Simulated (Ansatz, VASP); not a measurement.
Two plane-wave programs on B2P3

```
B P
1.0
     3.11442    0.00000    0.00000
    -1.55721    2.69716    0.00000
     0.00000    0.00000    7.51775
B P
2 3
Cartesian
  1.5572 0.8991 5.9805
  0.0000 1.7981 1.5373
  1.5572 0.8991 2.3525
  0.0000 1.7981 5.1653
  0.0000 0.0000 0.0000
```

Alike in both runs: task single point; functional PBE; k mesh 12 × 12 × 6; occupations gaussian, width 0.1 eV; no spin polarisation.

|  | VASP | Ansatz |
| --- | --- | --- |
| version | VASP 6.6.1 | Ansatz 0.2.0 |
| potentials or method | VASP PAW PBE potentials, release 64 (B, P), cutoff 520 eV | scalar-relativistic, plane waves, PAW |
| valence electrons in the cell | 21 | 21 |

```tsv
	VASP	Ansatz	Ansatz less VASP
gap on the k mesh at the Fermi level (eV)	none	none	-
pressure (GPa)	-0.2	0.0	+0.22
rms of the force components (eV/Å)	0.011	0.000	-0.0108
```

Atom by atom the forces differ by 0.011 eV/Å (rms over components). A gap of «none» marks a metal or a gap that the smearing closes. With one functional, cell and mesh, what is left measures potentials, basis and numerics.
